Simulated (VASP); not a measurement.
# Si (a cell with a defect) in VASP: a series of runs

Runs on Si (a cell with a defect). Level: PBEsol. Tasks: single point.

Program: VASP 6.6.1. These are calculated values, not measurements. Logs are shortened: lines on timing, memory, paths and dates and some standing lists are left out, and cuts for length are marked.

**1. The cell of the first run**

The cell holds a defect, 17 atoms: a = 7.679 Å, b = 7.679 Å, c = 7.679 Å, α = 60.00°, β = 60.00°, γ = 60.00°.

**2. Single point, PBEsol**

INCAR reads:

```
SYSTEM = Si
ALGO = Normal
EDIFF = 1E-7
ENCUT = 520
GGA = PS
ISIF = 2
ISMEAR = -1
LASPH = .True.
LCHARG = .True.
LELF = .True.
LREAL = Auto
LVHAR = .True.
LWAVE = .False.
NBANDS = 48
NELM = 100
PREC = Accurate
SIGMA = 0.02
```

KPOINTS reads:

```
k-points
0
Gamma
  2 2 2
  0 0 0
```

POSCAR reads:

```
Si
1.0
    0.0000000000      5.4300000000      5.4300000000
    5.4300000000      0.0000000000      5.4300000000
    5.4300000000      5.4300000000      0.0000000000
Si
17
Direct
   -0.0216206262     -0.0156906077      0.0227255985
    0.1087384899      0.1052025783      0.1473572744
    0.0117127072     -0.0152854512      0.5037937385
    0.1057274401      0.0967587477      0.6629834254
   -0.0028913444      0.4903867403      0.0439042357
    0.1025414365      0.6079742173      0.1690423573
   -0.0474585635      0.4977348066      0.5506813996
    0.0930110497      0.6005801105      0.6699723757
    0.5051657459      0.0103038674      0.0196777164
    0.6006353591      0.1353683241      0.1774125230
    0.4781031308     -0.0005709024      0.5561510129
    0.6496316759      0.1048434622      0.6543093923
    0.4809208103      0.5048618785      0.0769060773
    0.6320534070      0.6175966851      0.1876519337
    0.5135911602      0.4696685083      0.5469060773
    0.6025506446      0.6150184162      0.6952578269
    0.3364548803      0.3831031308      0.4317587477
```

Potentials or basis: VASP PAW PBE potentials, release 64 (Si).

Command:

```console
> cat potpaw_PBE.64/Si/POTCAR > POTCAR
> mpirun -np 1 vasp_std > vasp.out
```

OUTCAR:

```text
SYSTEM = Si
   EDIFF = 1E-7
   ENCUT = 520
   GGA = PS
   ISIF = 2
   ISMEAR = -1
   LASPH = .True.
   LREAL = Auto
   NELM = 100
   PREC = Accurate

 ion  position               nearest neighbor table
   1  0.978  0.984  0.023-   4 2.26   2 2.36   6 2.36  10 2.40
   2  0.109  0.105  0.147-   3 2.24   1 2.36   5 2.43   9 2.50
   3  0.012  0.985  0.504-   2 2.24  12 2.28   4 2.30   8 2.43
   4  0.106  0.097  0.663-   1 2.26   3 2.30  11 2.35   7 2.52  17 2.82
   5  0.997  0.490  0.044-   6 2.18  14 2.30   8 2.36   2 2.43
   6  0.103  0.608  0.169-   5 2.18   1 2.36   7 2.40  13 2.40  17 2.70
   7  0.953  0.498  0.551-  16 2.21   8 2.28   6 2.40  17 2.41   4 2.52
   8  0.093  0.601  0.670-   7 2.28   5 2.36   3 2.43  17 2.48  15 2.64
   9  0.505  0.010  0.020-  12 2.30  10 2.38  14 2.48   2 2.50
  10  0.601  0.135  0.177-  13 2.32  11 2.38   9 2.38   1 2.40  17 2.73
  11  0.478  0.999  0.556-   4 2.35  12 2.37  10 2.38  17 2.41  16 2.41
  12  0.650  0.105  0.654-   3 2.28  15 2.29   9 2.30  11 2.37  17 2.93
  13  0.481  0.505  0.077-  17 2.24  10 2.32  14 2.36  16 2.40   6 2.40
  14  0.632  0.618  0.188-  15 2.26   5 2.30  13 2.36   9 2.48  17 2.89
  15  0.514  0.470  0.547-  14 2.26  12 2.29  17 2.40  16 2.41   8 2.64
  16  0.603  0.615  0.695-   7 2.21  13 2.40  11 2.41  15 2.41
  17  0.336  0.383  0.432-  13 2.24  15 2.40  11 2.41   7 2.41   8 2.48   6 2.70  10 2.73   4 2.82
                            14 2.89  12 2.93

  LATTYP: Found a face centered cubic cell.
 ALAT       =    10.8600000000

  Lattice vectors:

 A1 = (   0.0000000000,   5.4300000000,   5.4300000000)
 A2 = (   5.4300000000,   0.0000000000,   5.4300000000)
 A3 = (   5.4300000000,   5.4300000000,   0.0000000000)

Analysis of symmetry for initial positions (statically):
=====================================================================
 Subroutine PRICEL returns:
 Original cell was already a primitive cell.

 Routine SETGRP: Setting up the symmetry group for a
 face centered cubic supercell.

 Subroutine GETGRP returns: Found  1 space group operations
 (whereof  1 operations were pure point group operations)
 out of a pool of 48 trial point group operations.

The static configuration has the point symmetry C_1 .

Analysis of symmetry for dynamics (positions and initial velocities):
=====================================================================
 Subroutine PRICEL returns:
 Original cell was already a primitive cell.

 Routine SETGRP: Setting up the symmetry group for a
 face centered cubic supercell.

 Subroutine GETGRP returns: Found  1 space group operations
 (whereof  1 operations were pure point group operations)
 out of a pool of 48 trial point group operations.

The dynamic configuration has the point symmetry C_1 .

 Subroutine INISYM returns: Found  1 space group operations
 (whereof  1 operations are pure point group operations),
 and found     1 'primitive' translations

----------------------------------------------------------------------------------------

                                     Primitive cell

  volume of cell :     320.2060

  direct lattice vectors                    reciprocal lattice vectors
     0.000000000  5.430000000  5.430000000    -0.092081031  0.092081031  0.092081031
     5.430000000  0.000000000  5.430000000     0.092081031 -0.092081031  0.092081031
     5.430000000  5.430000000  0.000000000     0.092081031  0.092081031 -0.092081031

  length of vectors
     7.679179644  7.679179644  7.679179644     0.159489025  0.159489025  0.159489025

  position of ions in fractional coordinates (direct lattice)
     0.978379374  0.984309392  0.022725599
     0.108738490  0.105202578  0.147357274
     0.011712707  0.984714549  0.503793739
     0.105727440  0.096758748  0.662983425
     0.997108656  0.490386740  0.043904236
     0.102541436  0.607974217  0.169042357
[... 9 lines left out ...]
     0.602550645  0.615018416  0.695257827
     0.336454880  0.383103131  0.431758748

  ion indices of the primitive-cell ions
   primitive index   ion index
                 1           1
                 2           2
                 3           3
                 4           4
                 5           5
                 6           6
[... 9 lines left out ...]
                16          16
                17          17

----------------------------------------------------------------------------------------

 KPOINTS: k-points

Automatic generation of k-mesh.
 Grid dimensions read from file:
 generate k-points for:    2    2    2

 Generating k-lattice:

  Cartesian coordinates                     Fractional coordinates (reciprocal lattice)
    -0.046040516  0.046040516  0.046040516     0.500000000  0.000000000  0.000000000
     0.046040516 -0.046040516  0.046040516     0.000000000  0.500000000  0.000000000
     0.046040516  0.046040516 -0.046040516     0.000000000  0.000000000  0.500000000

  Length of vectors
     0.079744512  0.079744512  0.079744512

  Shift w.r.t. Gamma in fractional coordinates (k-lattice)
     0.000000000  0.000000000  0.000000000

 Subroutine IBZKPT returns following result:
 ===========================================

 Found      8 irreducible k-points:

 Following reciprocal coordinates:
            Coordinates               Weight
  0.000000  0.000000  0.000000      1.000000
  0.500000  0.000000  0.000000      1.000000
  0.000000  0.500000  0.000000      1.000000
  0.000000  0.000000  0.500000      1.000000
  0.500000  0.500000  0.500000      1.000000
  0.500000  0.500000  0.000000      1.000000
  0.000000  0.500000  0.500000      1.000000
  0.500000  0.000000  0.500000      1.000000
   k-points           NKPTS =      8   k-points in BZ     NKDIM =      8   number of bands    NBANDS=     48
   number of dos      NEDOS =    301   number of ions     NIONS =     17
   total plane-waves  NPLWV = 216000
   dimension x,y,z NGX =    60 NGY =   60 NGZ =   60
   dimension x,y,z NGXF=   120 NGYF=  120 NGZF=  120
   ions per type =              17
   NGX,Y,Z   is equivalent  to a cutoff of  12.99, 12.99, 12.99 a.u.
   NGXF,Y,Z  is equivalent  to a cutoff of  25.98, 25.98, 25.98 a.u.
 SYSTEM =  Si
   PREC   = accura    normal or accurate (medium, high low for compatibility)
   ISTART =      0    job   : 0-new  1-cont  2-samecut
   ICHARG =      2    charge: 1-file 2-atom 10-const
   ISPIN  =      1    spin polarized calculation?
   LNONCOLLINEAR =      F non collinear calculations
   LSORBIT =      F    spin-orbit coupling
   LASPH  =      T    aspherical Exc in radial PAW
   ENCUT  =  520.0 eV  38.22 Ry    6.18 a.u.  14.28 14.28 14.28*2*pi/ulx,y,z
   NELM   =    100;   NELMIN=  2; NELMDL= -5     # of ELM steps
   EDIFF  = 0.1E-06   stopping-criterion for ELM
   LREAL  =      T    real-space projection
   EDIFFG = 0.1E-05   stopping-criterion for IOM
   NSW    =      0    number of steps for IOM
   IBRION =     -1    ionic relax: 0-MD 1-quasi-New 2-CG
   NFREE  =      0    steps in history (QN), initial steepest desc. (CG)
   ISIF   =      2    stress and relaxation
   ISYM   =      2    0-nonsym 1-usesym 2-fastsym
   POTIM  = 0.5000    time-step for ionic-motion
   TEBEG  =    0.0;   TEEND  =   0.0 temperature during run
   PSTRESS=    0.0 pullay stress
   NELECT =      68.0000    total number of electrons
   NUPDOWN=      -1.0000    fix difference up-down
   EMIN   =  10.00;   EMAX   =-10.00  energy-range for DOS
   EFERMI =   0.00;   METHOD = LEGACY
   ISMEAR =    -1;   SIGMA  =   0.02  broadening in eV -4-tet -1-fermi 0-gaus
   EFERMI_NEDOS =   21; number of points for ismear=-14 and -15
   IALGO  =     38    algorithm
   IMIX   =      4    mixing-type and parameters
     AMIX     =   0.40;   BMIX     =  1.00
     AMIX_MAG =   1.60;   BMIX_MAG =  1.00
  volume/ion in A,a.u.               =      18.84       127.11
  Fermi-wavevector in a.u.,A,eV,Ry     =   0.976715  1.845724 12.979587  0.953973
  Thomas-Fermi vector in A             =   2.107356
   LORBIT       =      0    0 simple, 1 ext, 2 COOP (PROOUT), +10 PAW based schemes
   GGA     = PS    functional components
   LHFCALC =     F    Hartree Fock is set to
   AEXX    =    0.0000 exact exchange contribution
   IVDW    =     0    specifies the selected vdW correction
   LEPSILON=     F    determine dielectric tensor
   LRPA    =     F    only Hartree local field effects (RPA)
 non-spin polarized calculation
  energy-cutoff  :      520.00
  volume of cell :      320.21
 maximum number of plane-waves:      8646
 NGX is ok and might be reduce to    60
   NGX = 29   NGY = 29   NGZ = 29

 number of electron      67.9999999 magnetization

 Free energy of the ion-electron system (eV)
  ---------------------------------------------------
  ext. energy  EPLUGINS =         0.00000000
  ---------------------------------------------------
  free energy    TOTEN  =       -92.52320378 eV

  energy without entropy =      -92.51376837  energy(sigma->0) =      -92.51848607

 E-fermi :   6.7010     XC(G=0):  -9.8113

 val. band max:        6.6909813777   @ k =   0.5000   0.5000   0.0000
 cond. band min:       6.7204216498   @ k =   0.0000   0.5000   0.5000
 fundamental gap:      0.0294402721
 Fermi energy:         6.7010015877

 k-point     1 :       0.0000    0.0000    0.0000
  band No.  band energies     occupation
      1      -6.4824      2.00000
      2      -3.9946      2.00000
      3      -3.8609      2.00000
      4      -3.7040      2.00000
      5      -3.6453      2.00000
      6      -2.8239      2.00000
[... 38 lines left out ...]
     45       8.1306      0.00000
     46       8.6629      0.00000

 k-point     2 :       0.5000    0.0000    0.0000
  band No.  band energies     occupation
      1      -6.0648      2.00000
      2      -5.2148      2.00000
      3      -3.7173      2.00000
      4      -3.5453      2.00000
      5      -3.3861      2.00000
      6      -3.2516      2.00000
[... 286 lines left out ...]
 k-point     8 :       0.5000    0.0000    0.5000
  band No.  band energies     occupation
      1      -5.9836      2.00000
      2      -4.8854      2.00000
      3      -4.2365      2.00000
      4      -3.9508      2.00000
      5      -3.9149      2.00000
      6      -3.5810      2.00000
[... 38 lines left out ...]
     45      10.1098      0.00000
     46      10.2265      0.00000
 [bands above 46 left out]

------------------------ aborting loop because EDIFF is reached ----------------------------------------

  FORCE on cell =-STRESS in cart. coord.  units (eV):
  Direction    XX          YY          ZZ          XY          YZ          ZX
  --------------------------------------------------------------------------------------
  -------------------------------------------------------------------------------------
  Total        9.6157031      8.4939818      7.7324925      4.8601892      0.9302525     -3.3754217
  in kB       48.1129676     42.5003421     38.6901673     24.3183594      4.6545953    -16.8892023
  external PRESSURE =      43.1011590 kB  Pullay stress =       0.0000000 kB

 VOLUME and BASIS-vectors are now :
 -----------------------------------------------------------------------------
  energy-cutoff  :      520.00
  volume of cell :      320.21
      direct lattice vectors                 reciprocal lattice vectors
     0.000000000  5.430000000  5.430000000    -0.092081031  0.092081031  0.092081031
     5.430000000  0.000000000  5.430000000     0.092081031 -0.092081031  0.092081031
     5.430000000  5.430000000  0.000000000     0.092081031  0.092081031 -0.092081031

 POSITION                                       TOTAL-FORCE (eV/Angst)
 -----------------------------------------------------------------------------------
      5.46820      5.43600     10.65740         0.988901      0.571034     -0.627247
      1.37140      1.39060      1.16170        -0.692481     -0.202986      1.850574
      8.08260      2.79920      5.41060        -0.144900      1.072285     -1.105328
      4.12540      4.17410      1.09950         0.234684     -0.703674      0.946098
      2.90120      5.65270      8.07710        -1.864336     -0.721246     -1.402371
      4.21920      1.47470      3.85810         1.169635      0.758430      1.176179
[... 9 lines left out ...]
      7.11480      7.04710      6.61140         0.957032     -1.127853     -0.977066
      4.42470      4.17140      3.90720         0.697051      0.906399     -0.796940
 -----------------------------------------------------------------------------------
    total drift:                               -0.000720     -0.002596     -0.003820

  FREE ENERGIE OF THE ION-ELECTRON SYSTEM (eV)
  ---------------------------------------------------
  free  energy   TOTEN  =       -92.5232037786 eV

  energy  without entropy=      -92.5137683697  energy(sigma->0) =      -92.51848607
```

Run time: 4.2 min. Hardware: 1 thread of AMD EPYC 7R13, shared host; peak memory 0.48 GiB.

Results:

```
Free energy            : -92.5232 eV
Pressure               : 4.3 GPa
Largest force          : 2.442 eV/Å
Band gap on the k mesh : zero (bands 34 and 35 overlap by 0.18 eV)
```

Forces in eV/Å, atoms in the order of the input:
```
Si   0.989  0.571 -0.627
Si  -0.692 -0.203  1.851
Si  -0.145  1.072 -1.105
Si   0.235 -0.704  0.946
Si  -1.864 -0.721 -1.402
Si   1.170  0.758  1.176
Si  -1.855  0.362 -0.283
Si   1.046  0.864  1.559
Si   0.639  0.491 -1.346
Si  -1.038  0.118 -0.320
Si  -0.709  0.460 -0.185
Si  -0.079 -0.188 -0.656
Si  -1.233 -1.370  1.284
Si   0.187 -1.393  0.979
Si   1.698  0.105 -0.096
Si   0.957 -1.128 -0.977
Si   0.697  0.906 -0.797
```

Levels at points of the mesh, in eV from the Fermi level:
```csv
k point,band 30,band 31,band 32,band 33,band 34,band 35,band 36,band 37,band 38,band 39
"(0.00, 0.00, 0.00)",-1.37,-0.98,-0.57,-0.45,-0.31,-0.15,-0.06,0.10,0.28,0.37
"(0.50, 0.00, 0.00)",-1.48,-1.28,-1.18,-0.99,-0.42,0.51,0.73,0.78,1.09,1.18
"(0.00, 0.50, 0.00)",-1.64,-1.45,-0.96,-0.87,-0.38,0.18,0.64,0.83,1.03,1.15
"(0.00, 0.00, 0.50)",-1.48,-1.19,-1.02,-0.82,-0.50,0.17,0.71,1.06,1.11,1.22
"(0.50, 0.50, 0.50)",-1.44,-1.42,-1.21,-0.91,-0.20,0.50,0.78,0.89,1.03,1.30
"(0.50, 0.50, 0.00)",-2.04,-1.64,-1.49,-0.71,-0.01,0.57,0.93,1.12,1.34,1.77
"(0.00, 0.50, 0.50)",-1.84,-1.73,-1.49,-0.98,0.02,0.61,0.76,1.13,1.38,1.85
"(0.50, 0.00, 0.50)",-1.88,-1.83,-1.49,-0.69,0.04,0.71,0.92,1.05,1.38,1.84
```

Caveat: the k points lie up to 0.50 Å⁻¹ apart; the PAW data sets were made with another functional, which shifts forces and pressure a little.

**3. Single point, PBEsol**

INCAR reads:

```
PREC = Accurate
ENCUT = 520
EDIFF = 1E-6
ISMEAR = -1
SIGMA = 0.02
LREAL = Auto
LASPH = True
NELM = 60
ALGO = Normal
ISIF = 2
LWAVE = False
LCHARG = False
GGA = PS
NBANDS = 48
```

KPOINTS reads:

```
regular mesh
0
Gamma
  2 2 2
```

POSCAR reads:

```
Si
1.0
    0.0000000000      5.4300000000      5.4300000000
    5.4300000000      0.0000000000      5.4300000000
    5.4300000000      5.4300000000      0.0000000000
Si
17
Direct
   -0.0550552486      0.0037292818      0.1134530387
    0.0189042357      0.1608011050      0.2485174954
   -0.0780755064      0.0129373849      0.6077624309
    0.1049263352      0.0578360958      0.7451657459
   -0.0858379374      0.5409760589      0.0803867403
    0.0618508287      0.6229005525      0.2119429098
   -0.0762983425      0.4587476980      0.6302578269
    0.0552302026      0.6376427256      0.6971823204
    0.4070534070      0.0505709024      0.1042357274
    0.5549355433      0.1409023941      0.2221362799
    0.4797605893     -0.0176243094      0.6007366483
    0.5478821363      0.1515653775      0.7353959484
    0.4177071823      0.5197329650      0.1005616943
    0.5510128913      0.6543830571      0.1911233886
    0.4145764273      0.5335635359      0.5938397790
    0.5691344383      0.6084530387      0.7315285451
    0.2851933702      0.3601104972      0.5001473297
```

Potentials or basis: VASP PAW PBE potentials, release 64 (Si).

Command:

```console
> cat potpaw_PBE.64/Si/POTCAR > POTCAR
> mpirun -np 1 vasp_std > vasp.out
```

Wall time 4.2 min (1 thread of AMD EPYC 7R13, shared host); peak memory 0.47 GiB.

It converged, with:

| Item | Value |
| --- | --- |
| Free energy | -92.6502 eV |
| Pressure | 3.2 GPa |
| Largest force | 2.351 eV/Å |
| Band gap on the k mesh | zero (bands 34 and 35 overlap by 0.32 eV) |

Forces in eV/Å, atoms in the order of the input:
```
Si  -0.118 -0.448 -0.912
Si  -0.842 -0.242  1.463
Si   0.384  0.500 -0.464
Si   0.645 -0.500  0.057
Si  -1.084  0.021 -0.238
Si   1.920 -0.118 -0.699
Si  -0.753 -0.197  0.489
Si   1.281 -0.239 -1.001
Si  -0.857 -0.274 -1.724
Si  -0.189  1.084  0.997
Si  -0.304 -0.022 -0.177
Si   0.052  0.042  0.352
Si  -1.236  0.423  0.079
Si   2.285  0.381  0.399
Si  -1.364  0.088  0.976
Si   0.610 -0.678 -0.329
Si  -0.432  0.180  0.731
```

Stress tensor (GPa, compression positive):
```
 2.86 -0.05 -0.79
-0.05  3.16  3.78
-0.79  3.78  3.44
```

Levels at points of the mesh, in eV from the Fermi level:
| k point | band 32 | band 33 | band 34 | band 35 | band 36 | band 37 |
| --- | --- | --- | --- | --- | --- | --- |
| (0.00, 0.00, 0.00) | -0.72 | -0.54 | -0.32 | -0.28 | -0.04 | 0.01 |
| (0.50, 0.00, 0.00) | -1.16 | -1.07 | -0.32 | 0.44 | 0.51 | 0.95 |
| (0.00, 0.50, 0.00) | -1.12 | -0.96 | -0.28 | 0.32 | 0.40 | 0.83 |
| (0.00, 0.00, 0.50) | -1.24 | -0.98 | -0.18 | 0.28 | 0.43 | 0.67 |
| (0.50, 0.50, 0.50) | -1.12 | -0.95 | -0.15 | 0.35 | 0.48 | 0.83 |
| (0.50, 0.50, 0.00) | -1.54 | -0.82 | 0.02 | 0.67 | 1.06 | 1.11 |
| (0.00, 0.50, 0.50) | -1.49 | -0.90 | 0.02 | 0.55 | 0.97 | 1.20 |
| (0.50, 0.00, 0.50) | -1.57 | -0.92 | 0.04 | 0.56 | 1.09 | 1.11 |

Caveat: the k points lie up to 0.50 Å⁻¹ apart; the PAW data sets were made with another functional, which shifts forces and pressure a little.

[end of part 1 of 2]

The gap in the log of VASP goes by the Fermi energy; the results here count the filled bands.